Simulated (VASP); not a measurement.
# Si8N (P6/mmm) in VASP: relaxation of cell and atoms with PBE

Aim: the relaxation of cell and atoms of Si8N with PBE.

Everything below comes from runs of VASP 6.6.1. Logs are shortened: lines on timing, memory, paths and dates and some standing lists are left out, and cuts for length are marked.

**1. The cell of the first run**

It takes space group P6/mmm (No. 191, hexagonal). Conventional cell: a = 8.178 Å, b = 8.178 Å, c = 2.670 Å, α = 90.00°, β = 90.00°, γ = 120.00°. Si (site symmetry mm2) has 5 Si at 2.33 to 2.67 Å and 2 N at 2.69 Å within 3.1 Å. Within 3.2 Å of Si (site symmetry -6m2) lie 5 Si at 2.39 to 2.67 Å. Within 3.5 Å of N (site symmetry 6/mmm) lie 2 N at 2.67 Å and 12 Si at 2.69 Å.

The cell was generated, and may not be a known phase.

**2. Relaxation of cell and atoms, PBE**

The input, INCAR:

```
SYSTEM = Si8N
  ALGO = Normal
  EDIFF = 1E-7
  EDIFFG = -0.01
  ENCUT = 600
  GGA = PE
  IBRION = 2
  ISIF = 3
  ISMEAR = 0
  LASPH = .TRUE.
  LCHARG = .FALSE.
  LREAL = .FALSE.
  LWAVE = .FALSE.
  NELM = 100
  NSW = 100
  PREC = Accurate
  SIGMA = 0.1
```

The input, KPOINTS:

```
k-points
0
G
  6 6 14
  0 0 0
```

The input, POSCAR:

```
Si8N
1.0
    8.1775890297      0.0000000000      0.0000000000
   -4.0887945148      7.0819998414      0.0000000000
    0.0000000000      0.0000000000      2.6703201544
Si N
8 1
Direct
    0.8354507520      0.1645492480      0.0000000000
    0.8354507520      0.6709015039      0.0000000000
    0.3290984961      0.1645492480      0.0000000000
    0.1645492480      0.8354507520      0.0000000000
    0.1645492480      0.3290984961      0.0000000000
    0.6709015039      0.8354507520      0.0000000000
    0.3333333333      0.6666666667      0.0000000000
    0.6666666667      0.3333333333      0.0000000000
    0.0000000000      0.0000000000      0.5000000000
```

Potentials or basis: VASP PAW PBE potentials, release 64 (Si, N).

Run with:

```
$ cat potpaw_PBE.64/Si/POTCAR potpaw_PBE.64/N/POTCAR > POTCAR
$ mpirun -np 1 vasp_std > vasp.out
```

OUTCAR:

```text
SYSTEM = Si8N
   EDIFF = 1E-7
   EDIFFG = -0.01
   ENCUT = 600
   GGA = PE
   IBRION = 2
   ISIF = 3
   ISMEAR = 0
   LASPH = .TRUE.
   LREAL = .FALSE.
   NELM = 100
   NSW = 100
   PREC = Accurate

 ion  position               nearest neighbor table
   1  0.835  0.165  0.000-   6 2.33   5 2.33   8 2.39
   2  0.835  0.671  0.000-   4 2.33   6 2.33   8 2.39
   3  0.329  0.165  0.000-   4 2.33   5 2.33   8 2.39
   4  0.165  0.835  0.000-   3 2.33   2 2.33   7 2.39
   5  0.165  0.329  0.000-   1 2.33   3 2.33   7 2.39
   6  0.671  0.835  0.000-   1 2.33   2 2.33   7 2.39
   7  0.333  0.667  0.000-   5 2.39   4 2.39   6 2.39
   8  0.667  0.333  0.000-   2 2.39   1 2.39   3 2.39
   9  0.000  0.000  0.500-

  LATTYP: Found a hexagonal cell.
 ALAT       =     8.1775890297
 C/A-ratio  =     0.3265412513

  Lattice vectors:

 A1 = (   8.1775890297,   0.0000000000,   0.0000000000)
 A2 = (  -4.0887945148,   7.0819998414,   0.0000000000)
 A3 = (   0.0000000000,   0.0000000000,   2.6703201544)

Analysis of symmetry for initial positions (statically):
=====================================================================
 Subroutine PRICEL returns:
 Original cell was already a primitive cell.

 Routine SETGRP: Setting up the symmetry group for a
 hexagonal supercell.

 Subroutine GETGRP returns: Found 24 space group operations
 (whereof 24 operations were pure point group operations)
 out of a pool of 24 trial point group operations.

The static configuration has the point symmetry D_6h.

Analysis of symmetry for dynamics (positions and initial velocities):
=====================================================================
 Subroutine PRICEL returns:
 Original cell was already a primitive cell.

 Routine SETGRP: Setting up the symmetry group for a
 hexagonal supercell.

 Subroutine GETGRP returns: Found 24 space group operations
 (whereof 24 operations were pure point group operations)
 out of a pool of 24 trial point group operations.

The dynamic configuration has the point symmetry D_6h.

 Subroutine INISYM returns: Found 24 space group operations
 (whereof 24 operations are pure point group operations),
 and found     1 'primitive' translations

----------------------------------------------------------------------------------------

                                     Primitive cell

  volume of cell :     154.6481

  direct lattice vectors                    reciprocal lattice vectors
     8.177589030  0.000000000  0.000000000     0.122285431  0.070601527  0.000000000
    -4.088794515  7.081999841  0.000000000     0.000000000  0.141203053  0.000000000
     0.000000000  0.000000000  2.670320154     0.000000000  0.000000000  0.374486931
[... 106 lines left out ...]
   POTIM  = 0.5000    time-step for ionic-motion
   TEBEG  =    0.0;   TEEND  =   0.0 temperature during run
   PSTRESS=    0.0 pullay stress
   NELECT =      37.0000    total number of electrons
   NUPDOWN=      -1.0000    fix difference up-down
   EMIN   =  10.00;   EMAX   =-10.00  energy-range for DOS
   EFERMI =   0.00;   METHOD = LEGACY
   ISMEAR =     0;   SIGMA  =   0.10  broadening in eV -4-tet -1-fermi 0-gaus
   EFERMI_NEDOS =   21; number of points for ismear=-14 and -15
   IALGO  =     38    algorithm
   IMIX   =      4    mixing-type and parameters
     AMIX     =   0.40;   BMIX     =  1.00
     AMIX_MAG =   1.60;   BMIX_MAG =  1.00
  volume/ion in A,a.u.               =      17.18       115.96
  Fermi-wavevector in a.u.,A,eV,Ry     =   1.016312  1.920552 14.053334  1.032891
  Thomas-Fermi vector in A             =   2.149649
   LORBIT       =      0    0 simple, 1 ext, 2 COOP (PROOUT), +10 PAW based schemes
   GGA     = PE    functional components
   LHFCALC =     F    Hartree Fock is set to
   AEXX    =    0.0000 exact exchange contribution
   IVDW    =     0    specifies the selected vdW correction
   LEPSILON=     F    determine dielectric tensor
   LRPA    =     F    only Hartree local field effects (RPA)
 conjugate gradient relaxation of ions
 non-spin polarized calculation
 Gauss-broadening in eV      SIGMA  =   0.10
  energy-cutoff  :      600.00
  volume of cell :      154.65
 maximum number of plane-waves:      5201
 NGX is ok and might be reduce to    70
   NGX = 33   NGY = 33   NGZ = 11

--------------------------------------- Ionic step        1  -------------------------------------------

 number of electron      37.0000001 magnetization

 Free energy of the ion-electron system (eV)
  ---------------------------------------------------
  ext. energy  EPLUGINS =         0.00000000
  ---------------------------------------------------
  free energy    TOTEN  =       -44.67681605 eV

  energy without entropy =      -44.65709452  energy(sigma->0) =      -44.66695529

------------------------ aborting loop because EDIFF is reached ----------------------------------------

  FORCE on cell =-STRESS in cart. coord.  units (eV):
  Direction    XX          YY          ZZ          XY          YZ          ZX
  --------------------------------------------------------------------------------------
  -------------------------------------------------------------------------------------
  Total        0.1754297      0.1754297     -0.4959034      0.0000000     -0.0000000      0.0000000
  in kB        1.8174781      1.8174781     -5.1376337      0.0000000     -0.0000000      0.0000000
  external PRESSURE =      -0.5008925 kB  Pullay stress =       0.0000000 kB
[... 30 lines left out ...]
--------------------------------------- Ionic step        2  -------------------------------------------

 number of electron      37.0000001 magnetization

 E-fermi :   6.6653     XC(G=0):  -9.9996

 val. band max:        6.6572131456   @ k =   0.3333   0.0000   0.2857
 cond. band min:       6.6764774254   @ k =   0.3333   0.0000   0.3571
 fundamental gap:      0.0192642798
 Fermi energy:         6.6653406344

 k-point     1 :       0.0000    0.0000    0.0000
  band No.  band energies     occupation
      1      -8.0688      2.00000
      2      -4.8545      2.00000
      3      -4.1961      2.00000
      4      -4.1961      2.00000
      5      -3.7433      2.00000
      6      -2.1547      2.00000
[... 657 lines left out ...]
--------------------------------------- Ionic step        3  -------------------------------------------

 number of electron      37.0000000 magnetization

 Free energy of the ion-electron system (eV)
  ---------------------------------------------------
  ext. energy  EPLUGINS =         0.00000000
  ---------------------------------------------------
  free energy    TOTEN  =       -44.67898190 eV

  energy without entropy =      -44.65983236  energy(sigma->0) =      -44.66940713

 E-fermi :   6.6668     XC(G=0): -10.0022

 val. band max:        6.6402525826   @ k =   0.0000   0.0000   0.0714
 cond. band min:       6.6713912209   @ k =   0.3333   0.0000   0.2857
 fundamental gap:      0.0311386383
 Fermi energy:         6.6667831542

 k-point     1 :       0.0000    0.0000    0.0000
  band No.  band energies     occupation
      1      -8.0614      2.00000
      2      -4.8606      2.00000
      3      -4.1935      2.00000
      4      -4.1935      2.00000
      5      -3.7546      2.00000
      6      -2.1601      2.00000
[... 651 lines left out ...]
  FREE ENERGIE OF THE ION-ELECTRON SYSTEM (eV)
  ---------------------------------------------------
  free  energy   TOTEN  =       -44.6789818974 eV

  energy  without entropy=      -44.6598323583  energy(sigma->0) =      -44.66940713

 reached required accuracy - stopping structural energy minimisation
```

CONTCAR:

```text
Si8N
   1.00000000000000
     8.1900752511341643    0.0000000000000881    0.0000000000000000
    -4.0950376255169294    7.0928132263590866    0.0000000000000000
     0.0000000000000000   -0.0000000000000000    2.6587945675077154
  Si              N
     8     1
Direct
     0.8351252565758905    0.1648747434241094    1.0000000000000000
     0.8351252565758905    0.6702505130517793    0.0000000000000000
     0.3297494869482206    0.1648747434241094    0.0000000000000000
     0.1648747434241094    0.8351252565758905    0.0000000000000000
     0.1648747434241094    0.3297494869482206    1.0000000000000000
     0.6702505130517793    0.8351252565758905    0.0000000000000000
     0.3333333332999970    0.6666666667000030    0.0000000000000000
     0.6666666667000030    0.3333333332999970    0.0000000000000000
     0.0000000000000000    0.0000000000000000    0.5000000000000000

  0.00000000E+00  0.00000000E+00  0.00000000E+00
  0.00000000E+00  0.00000000E+00  0.00000000E+00
  0.00000000E+00  0.00000000E+00  0.00000000E+00
  0.00000000E+00  0.00000000E+00  0.00000000E+00
  0.00000000E+00  0.00000000E+00  0.00000000E+00
  0.00000000E+00  0.00000000E+00  0.00000000E+00
  0.00000000E+00  0.00000000E+00  0.00000000E+00
  0.00000000E+00  0.00000000E+00  0.00000000E+00
  0.00000000E+00  0.00000000E+00  0.00000000E+00
```

It took 11 min on 1 thread of Intel Xeon Platinum 8175M at 2.50GHz (Skylake/Cascade Lake), shared host; peak memory 0.46 GiB.

What came out:

```
Free energy                           : -44.6790 eV
Relaxed volume                        : 17.16 Å³/atom
Relaxed cell                          : a = 8.190 Å, b = 8.190 Å, c = 2.659 Å, α = 90.00°, β = 90.00°, γ = 120.00°
Space group after relaxing (to 0.1 Å) : P6/mmm (No. 191)
Energy gained by relaxing             : 0.2 meV/atom
Ionic steps                           : 3
Pressure after relaxing               : -0.1 GPa
Largest force after relaxing          : 0.006 eV/Å
```

Forces on the atoms (eV/Å):
```
Si   0.005 -0.003  0.000
Si   0.000  0.006  0.000
Si  -0.005 -0.003  0.000
Si  -0.005  0.003  0.000
Si   0.000 -0.006  0.000
Si   0.005  0.003  0.000
Si   0.000  0.000  0.000
Si   0.000  0.000  0.000
N    0.000  0.000  0.000
```

Step by step:
```
step  energy change (eV)  largest force (eV/Å)  pressure (GPa)  volume (Å³)
   1              0.0000                0.0589           -0.05       154.65
   2             -0.0018                0.0194           -0.07       154.53
   3             -0.0022                0.0056           -0.09       154.45
```

Final structure:
```
Si N
1.0
     8.19008    0.00000    0.00000
    -4.09504    7.09281    0.00000
     0.00000    0.00000    2.65879
Si N
8 1
Direct
  0.83513 0.16487 0.00000
  0.83513 0.67025 0.00000
  0.32975 0.16487 0.00000
  0.16487 0.83513 0.00000
  0.16487 0.32975 0.00000
  0.67025 0.83513 0.00000
  0.33333 0.66667 0.00000
  0.66667 0.33333 0.00000
  0.00000 0.00000 0.50000
```

Levels at points of the mesh, in eV from the Fermi level:
```
           k point  band 15  band 16  band 17  band 18  band 19  band 20  band 21  band 22
(0.00, 0.00, 0.00)    -1.22    -1.22    -0.94    -0.94     0.61     0.76     3.46     3.46
(0.50, 0.00, 0.00)    -0.18    -0.17     0.29     0.61     1.64     2.26     2.31     2.45
(0.00, 0.00, 0.50)    -2.03    -1.71    -1.33    -1.28    -1.28    -0.49    -0.49    -0.22
(0.50, 0.00, 0.50)    -2.71    -2.44    -2.12    -0.93    -0.90    -0.80    -0.72    -0.61
```

Caveat: the highest band is partly filled, so the run has too few bands.
